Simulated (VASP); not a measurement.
Set up this calculation in VASP 6.6.1, as the native input.

```
Task                   : single point
Functional             : BLYP
Potentials or basis    : VASP PAW PBE potentials, release 64 (Ti_sv, Si)
Cutoff                 : 520 eV
k mesh                 : 7 × 7 × 10
Occupations            : fermi-dirac, width 0.05 eV
Spin                   : no spin polarisation
Dipole correction      : no
Further INCAR settings : ALGO = Normal; EDIFF = 1e-06; NBANDS = 17
```

The structure of TiSi2 lies in POSCAR:

```
TiSi2
1.0
    4.4972861080      0.0000000000      0.0000000000
   -2.2486430540      3.8947640176      0.0000000000
    0.0000000000      0.0000000000      2.5668797646
Ti Si
1 2
Direct
    0.0000000000      0.0000000000      0.0000000000
    0.3333333333      0.6666666667      0.5000000000
    0.6666666667      0.3333333333      0.5000000000
```

The input as run:

INCAR

```
AGGAC    = 1.0          
AGGAX    = 1.0          
ALDAC    = 0.0          
ALDAX    = 1.0          
ALGO     = Normal         # electronic algorithm
EDIFF    = 1E-6           # SCF threshold, eV
ENCUT    = 520            # plane-wave cutoff, eV
GGA      = B5             # functional
ISIF     = 2              # what is computed and relaxed
ISMEAR   = -1             # smearing method
LASPH    = True           # aspherical terms in the spheres
LCHARG   = False          # write CHGCAR
LREAL    = False          # projectors in reciprocal space
LWAVE    = False          # write WAVECAR
NBANDS   = 17             # bands
NELM     = 60             # most SCF steps
PREC     = Accurate       # precision mode
SIGMA    = 0.05           # smearing width, eV
```

KPOINTS

```
k-points
0
Gamma
  7 7 10
```

Potentials or basis: VASP PAW PBE potentials, release 64 (Ti_sv, Si).

Launch:

```bash
$ cat potpaw_PBE.64/Ti_sv/POTCAR potpaw_PBE.64/Si/POTCAR > POTCAR
$ mpirun -np 1 vasp_std > vasp.out
```

Results of the run:

- Pressure: 0.3 GPa
- Band gap on the k mesh: zero (bands 10 and 11 overlap by 2.46 eV)

Caveat: the PAW data sets were made with another functional, which shifts forces and pressure a little.

Run time: 36 s on 1 thread of Intel(R) Xeon(R) Platinum 8488C (Sapphire Rapids), on a shared host, peak memory 0.18 GiB.
